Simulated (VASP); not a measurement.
# Li (Pm-3m) in VASP: further runs, part 2 of 2

VASP 6.6.1. The steps go on from the part before.

## (4) Single point, RPBE (20.47 Å³/atom)

This run uses another cell than the first one, of 20.47 Å³/atom.

Input file INCAR:

```
ALGO = Normal ; EDIFF = 1E-6
ENCUT = 520 ; GGA = RP
ISIF = 2 ; ISMEAR = -1
LASPH = True ; LCHARG = False
LREAL = False ; LWAVE = False
NBANDS = 8 ; NELM = 100
PREC = Accurate ; SIGMA = 0.1
```

Input file KPOINTS:

```
k-points
0
Gamma
  13 13 13
```

Input file POSCAR:

```
Li
1.0
    2.7355448737      0.0000000000      0.0000000000
    0.0000000000      2.7355448737      0.0000000000
    0.0000000000      0.0000000000      2.7355448737
Li
1
Direct
    0.0000000000      0.0000000000      0.0000000000
```

Potentials or basis: VASP PAW PBE potentials, release 64 (Li_sv).

Run with:

```sh
> cat potpaw_PBE.64/Li_sv/POTCAR > POTCAR
> mpirun -np 1 vasp_std > vasp.out
```

OUTCAR:

```text
EDIFF = 1E-6
   ENCUT = 520
   GGA = RP
   ISIF = 2
   ISMEAR = -1
   LASPH = True
   LREAL = False
   NELM = 100
   PREC = Accurate

 ion  position               nearest neighbor table
   1  0.000  0.000  0.000-

  LATTYP: Found a simple cubic cell.
 ALAT       =     2.7355448737

  Lattice vectors:

 A1 = (   2.7355448737,   0.0000000000,   0.0000000000)
 A2 = (   0.0000000000,   2.7355448737,   0.0000000000)
 A3 = (   0.0000000000,   0.0000000000,   2.7355448737)

Analysis of symmetry for initial positions (statically):
=====================================================================
 Subroutine PRICEL returns:
 Original cell was already a primitive cell.

 Routine SETGRP: Setting up the symmetry group for a
 simple cubic supercell.

 Subroutine GETGRP returns: Found 48 space group operations
 (whereof 48 operations were pure point group operations)
 out of a pool of 48 trial point group operations.

The static configuration has the point symmetry O_h .

Analysis of symmetry for dynamics (positions and initial velocities):
=====================================================================
 Subroutine PRICEL returns:
 Original cell was already a primitive cell.

 Routine SETGRP: Setting up the symmetry group for a
 simple cubic supercell.

 Subroutine GETGRP returns: Found 48 space group operations
 (whereof 48 operations were pure point group operations)
 out of a pool of 48 trial point group operations.

The dynamic configuration has the point symmetry O_h .

 Subroutine INISYM returns: Found 48 space group operations
 (whereof 48 operations are pure point group operations),
 and found     1 'primitive' translations

----------------------------------------------------------------------------------------

                                     Primitive cell

  volume of cell :      20.4706

  direct lattice vectors                    reciprocal lattice vectors
     2.735544874  0.000000000  0.000000000     0.365557886  0.000000000  0.000000000
     0.000000000  2.735544874  0.000000000     0.000000000  0.365557886  0.000000000
     0.000000000  0.000000000  2.735544874     0.000000000  0.000000000  0.365557886

  length of vectors
     2.735544874  2.735544874  2.735544874     0.365557886  0.365557886  0.365557886

  position of ions in fractional coordinates (direct lattice)
     0.000000000  0.000000000  0.000000000

  ion indices of the primitive-cell ions
   primitive index   ion index
                 1           1

----------------------------------------------------------------------------------------

 KPOINTS: k-points

Automatic generation of k-mesh.
 Grid dimensions read from file:
 generate k-points for:   13   13   13

 Generating k-lattice:

  Cartesian coordinates                     Fractional coordinates (reciprocal lattice)
     0.028119837  0.000000000  0.000000000     0.076923077  0.000000000  0.000000000
     0.000000000  0.028119837  0.000000000     0.000000000  0.076923077  0.000000000
     0.000000000  0.000000000  0.028119837     0.000000000  0.000000000  0.076923077

  Length of vectors
     0.028119837  0.028119837  0.028119837

  Shift w.r.t. Gamma in fractional coordinates (k-lattice)
     0.000000000  0.000000000  0.000000000

 Subroutine IBZKPT returns following result:
 ===========================================

 Found     84 irreducible k-points:

 Following reciprocal coordinates:
            Coordinates               Weight
  0.000000  0.000000  0.000000      1.000000
  0.076923  0.000000  0.000000      6.000000
  0.153846  0.000000  0.000000      6.000000
  0.230769  0.000000  0.000000      6.000000
  0.307692  0.000000  0.000000      6.000000
  0.384615  0.000000  0.000000      6.000000
[... 16 lines left out ...]
  0.307692  0.307692  0.000000     12.000000
  0.384615  0.307692  0.000000     24.000000
 [... further k-points ...]
   k-points           NKPTS =     84   k-points in BZ     NKDIM =     84   number of bands    NBANDS=      8
   number of dos      NEDOS =    301   number of ions     NIONS =      1
   total plane-waves  NPLWV =   8000
   dimension x,y,z NGX =    20 NGY =   20 NGZ =   20
   dimension x,y,z NGXF=    40 NGYF=   40 NGZF=   40
   ions per type =               1
   NGX,Y,Z   is equivalent  to a cutoff of  12.15, 12.15, 12.15 a.u.
   NGXF,Y,Z  is equivalent  to a cutoff of  24.31, 24.31, 24.31 a.u.
 SYSTEM =  unknown system
   PREC   = accura    normal or accurate (medium, high low for compatibility)
   ISTART =      0    job   : 0-new  1-cont  2-samecut
   ICHARG =      2    charge: 1-file 2-atom 10-const
   ISPIN  =      1    spin polarized calculation?
   LNONCOLLINEAR =      F non collinear calculations
   LSORBIT =      F    spin-orbit coupling
   LASPH  =      T    aspherical Exc in radial PAW
   ENCUT  =  520.0 eV  38.22 Ry    6.18 a.u.   5.09  5.09  5.09*2*pi/ulx,y,z
   NELM   =    100;   NELMIN=  2; NELMDL= -5     # of ELM steps
   EDIFF  = 0.1E-05   stopping-criterion for ELM
   LREAL  =      F    real-space projection
   EDIFFG = 0.1E-04   stopping-criterion for IOM
   NSW    =      0    number of steps for IOM
   IBRION =     -1    ionic relax: 0-MD 1-quasi-New 2-CG
   NFREE  =      0    steps in history (QN), initial steepest desc. (CG)
   ISIF   =      2    stress and relaxation
   ISYM   =      2    0-nonsym 1-usesym 2-fastsym
   POTIM  = 0.5000    time-step for ionic-motion
   TEBEG  =    0.0;   TEEND  =   0.0 temperature during run
   PSTRESS=    0.0 pullay stress
   NELECT =       3.0000    total number of electrons
   NUPDOWN=      -1.0000    fix difference up-down
   EMIN   =  10.00;   EMAX   =-10.00  energy-range for DOS
   EFERMI =   0.00;   METHOD = LEGACY
   ISMEAR =    -1;   SIGMA  =   0.10  broadening in eV -4-tet -1-fermi 0-gaus
   EFERMI_NEDOS =   21; number of points for ismear=-14 and -15
   IALGO  =     38    algorithm
   IMIX   =      4    mixing-type and parameters
     AMIX     =   0.40;   BMIX     =  1.00
     AMIX_MAG =   1.60;   BMIX_MAG =  1.00
  volume/ion in A,a.u.               =      20.47       138.14
  Fermi-wavevector in a.u.,A,eV,Ry     =   0.863120  1.631061 10.136026  0.744977
  Thomas-Fermi vector in A             =   1.981023
   LORBIT       =      0    0 simple, 1 ext, 2 COOP (PROOUT), +10 PAW based schemes
   GGA     = RP    functional components
   LHFCALC =     F    Hartree Fock is set to
   AEXX    =    0.0000 exact exchange contribution
   IVDW    =     0    specifies the selected vdW correction
   LEPSILON=     F    determine dielectric tensor
   LRPA    =     F    only Hartree local field effects (RPA)
 non-spin polarized calculation
  energy-cutoff  :      520.00
  volume of cell :       20.47
 maximum number of plane-waves:       560
   NGX = 11   NGY = 11   NGZ = 11

 number of electron       3.0000010 magnetization

 Free energy of the ion-electron system (eV)
  ---------------------------------------------------
  ext. energy  EPLUGINS =         0.00000000
  ---------------------------------------------------
  free energy    TOTEN  =        -1.69794541 eV

  energy without entropy =       -1.68655827  energy(sigma->0) =       -1.69225184

 E-fermi :   0.6416     XC(G=0):  -6.9818

 val. band max:        0.5233640362   @ k =   0.3846   0.2308   0.1538
 cond. band min:       0.7105257535   @ k =   0.4615   0.1538   0.1538
 fundamental gap:      0.1871617173
 Fermi energy:         0.6416013610

 k-point     1 :       0.0000    0.0000    0.0000
  band No.  band energies     occupation
      1     -46.3658      2.00000
      2      -2.8615      2.00000
      3      12.6871      0.00000
      4      12.6871      0.00000
      5      12.6871      0.00000
      6      14.9080      0.00000
      7      14.9080      0.00000
      8      21.1071      0.00000
[... 243 lines left out ...]
 k-point    24 :       0.3846    0.3077    0.0000
  band No.  band energies     occupation
      1     -46.3352      2.00000
      2       0.7968      0.34974
      3       4.4586      0.00000
      4       8.8831      0.00000
      5      12.0827      0.00000
      6      16.5184      0.00000
      7      21.3534      0.00000
      8      23.3291      0.00000

 [... further k-points ...]

------------------------ aborting loop because EDIFF is reached ----------------------------------------

  FORCE on cell =-STRESS in cart. coord.  units (eV):
  Direction    XX          YY          ZZ          XY          YZ          ZX
  --------------------------------------------------------------------------------------
  -------------------------------------------------------------------------------------
  Total        0.0511014      0.0511014      0.0511014      0.0000000      0.0000000      0.0000000
  in kB        3.9995599      3.9995599      3.9995599      0.0000000      0.0000000      0.0000000
  external PRESSURE =       3.9995599 kB  Pullay stress =       0.0000000 kB

 VOLUME and BASIS-vectors are now :
 -----------------------------------------------------------------------------
  energy-cutoff  :      520.00
  volume of cell :       20.47
      direct lattice vectors                 reciprocal lattice vectors
     2.735544874  0.000000000  0.000000000     0.365557886  0.000000000  0.000000000
     0.000000000  2.735544874  0.000000000     0.000000000  0.365557886  0.000000000
     0.000000000  0.000000000  2.735544874     0.000000000  0.000000000  0.365557886

 POSITION                                       TOTAL-FORCE (eV/Angst)
 -----------------------------------------------------------------------------------
      0.00000      0.00000      0.00000         0.000000      0.000000      0.000000
 -----------------------------------------------------------------------------------
    total drift:                                0.000000      0.000000      0.000000

  FREE ENERGIE OF THE ION-ELECTRON SYSTEM (eV)
  ---------------------------------------------------
  free  energy   TOTEN  =        -1.6979454051 eV

  energy  without entropy=       -1.6865582666  energy(sigma->0) =       -1.69225184
```

OSZICAR:

```text
N       E                     dE             d eps       ncg     rms          rms(c)
DAV:   1     0.169254014848E+00    0.16925E+00   -0.70562E+02  1344   0.262E+02
DAV:   2    -0.166361543359E+01   -0.18329E+01   -0.18070E+01  1864   0.355E+01
DAV:   3    -0.170106484689E+01   -0.37449E-01   -0.37446E-01  1512   0.354E+00
DAV:   4    -0.170147389380E+01   -0.40905E-03   -0.40905E-03  2000   0.342E-01
DAV:   5    -0.170147520989E+01   -0.13161E-05   -0.13161E-05  1600   0.146E-02    0.249E-01
DAV:   6    -0.169927485556E+01    0.22004E-02   -0.34336E-04  1808   0.102E-01    0.152E-01
DAV:   7    -0.169795516903E+01    0.13197E-02   -0.11157E-03  1848   0.159E-01    0.323E-02
DAV:   8    -0.169794494129E+01    0.10228E-04   -0.53974E-06  1608   0.169E-02    0.253E-03
DAV:   9    -0.169794540511E+01   -0.46382E-06   -0.18291E-07  1792   0.217E-03
   1 F= -.16979454E+01 E0= -.16922518E+01  d E =-.113871E-01
```

stdout:

```text
POSCAR found type information on POSCAR Li
 POSCAR found :  1 types and       1 ions
 scaLAPACK will be used
 -----------------------------------------------------------------------------
|                                                                             |
|                                                                             |
|     You enforced a specific xc type in the INCAR file but a different       |
|     I HOPE YOU KNOW WHAT YOU ARE DOING!                                     |
|                                                                             |
 -----------------------------------------------------------------------------

 LDA part: xc-table for (Slater+PW92), standard interpolation
 POSCAR, INCAR and KPOINTS ok, starting setup
 FFT: planning ... GRIDC
 FFT: planning ... GRID_SOFT
 FFT: planning ... GRID
 WAVECAR not read
 entering main loop
```

It took 8.8 s on 1 thread of Intel Xeon 8259CL, shared host; peak memory 0.12 GiB.

Results:

```yaml
Free_energy: -1.6979 eV
Band_gap_on_the_k_mesh: zero (an odd number of electrons rules out a gap without spin polarisation)
```

Caveat: the cutoff is under 1.25 times the usual one of these potentials, so pressure, stress and relaxed cells hold a basis-set (Pulay) error; the PAW data sets were made with another functional, which shifts forces and pressure a little.

## (5) Single point, RPBE (21.32 Å³/atom)

This run uses another cell than the first one, of 21.32 Å³/atom.

Input file INCAR:

```
  PREC = Accurate
  ENCUT = 520
  EDIFF = 1E-6
  ISMEAR = -1
  SIGMA = 0.1
  LREAL = F
  LASPH = T
  NELM = 100
  ALGO = Normal
  ISIF = 2
  LWAVE = F
  LCHARG = F
  GGA = RP
  NBANDS = 8
```

Input file KPOINTS:

```
Automatic mesh
0
Gamma
  13 13 13
```

Input file POSCAR:

```
Li
1.0
    2.7730227483      0.0000000000      0.0000000000
    0.0000000000      2.7730227483      0.0000000000
    0.0000000000      0.0000000000      2.7730227483
Li
1
Direct
    0.0000000000      0.0000000000      0.0000000000
```

Run with:

```sh
> cat potpaw_PBE.64/Li_sv/POTCAR > POTCAR
> mpirun -np 1 vasp_std > vasp.out
```

Wall time 9.4 s (1 thread of Intel Xeon 8259CL, shared host); peak memory 0.13 GiB.

It converged, with:

* Free energy: -1.6991 eV
* Band gap on the k mesh: zero (an odd number of electrons rules out a gap without spin polarisation)

Levels at points of the mesh, in eV from the Fermi level:
| k point | band 1 | band 2 | band 3 | band 4 | band 5 | band 6 | band 7 |
| --- | --- | --- | --- | --- | --- | --- | --- |
| (0.00, 0.00, 0.00) | -47.07 | -3.45 | 11.71 | 11.71 | 11.71 | 13.90 | 13.90 |

Caveat: the cutoff is under 1.25 times the usual one of these potentials, so pressure, stress and relaxed cells hold a basis-set (Pulay) error; the PAW data sets were made with another functional, which shifts forces and pressure a little.

## (6) The runs side by side

| cell | gap on the mesh (eV) |
| --- | --- |
| a = 2.657 Å, 1 atom | none |
| a = 2.697 Å, 1 atom | none |
| a = 2.736 Å, 1 atom | none |
| a = 2.773 Å, 1 atom | none |

Alike in all rows: task single point; level RPBE; potentials or basis VASP PAW PBE potentials, release 64 (Li_sv); no spin polarisation; k mesh 13 × 13 × 13; cutoff (eV) 520; smearing fermi-dirac 0.1 eV.

Caveats: the cutoff is under 1.25 times the usual one of these potentials, so pressure, stress and relaxed cells hold a basis-set (Pulay) error; the PAW data sets were made with another functional, which shifts forces and pressure a little.

Total energies depend on the potentials used, so only differences within one code and one set of settings carry meaning.
